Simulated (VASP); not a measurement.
Here is a VASP 6.6.1 calculation.

The input INCAR:

```
SYSTEM = Ti3Al
PREC = Accurate
ENCUT = 520
EDIFF = 1E-6
ISMEAR = -1
SIGMA = 0.05
LREAL = .False.
LASPH = .True.
NELM = 60
ALGO = Fast
ISIF = 2
LWAVE = .False.
LCHARG = .False.
GGA = CA
NBANDS = 28
```

File KPOINTS:

```
Automatic mesh
0
Gamma
  10 10 3
  0 0 0
```

File POSCAR:

```
Ti3Al
1.0
    2.9660669332      0.0000000000      0.0000000000
   -1.4830334666      2.5686893135      0.0000000000
    0.0000000000      0.0000000000      9.3477754233
Ti Al
3 1
Direct
    0.3333333333      0.6666666667      0.2494060000
    0.3333333333      0.6666666667      0.7505940000
    0.6666666667      0.3333333333      0.0000000000
    0.6666666667      0.3333333333      0.5000000000
```

Potentials or basis: VASP PAW LDA potentials, release 64 (Ti_sv, Al).

Run with:

```sh
$ cat potpaw_LDA.64/Ti_sv/POTCAR potpaw_LDA.64/Al/POTCAR > POTCAR
$ mpirun -np 1 vasp_std > vasp.out
```

Estimate the largest force.

0.164 eV/Å.

What does it give for the pressure?

-10.5 GPa.

Forces on the atoms (eV/Å):
```
Ti   0.000  0.000 -0.164
Ti   0.000  0.000  0.164
Ti   0.000  0.000  0.000
Al   0.000  0.000  0.000
```
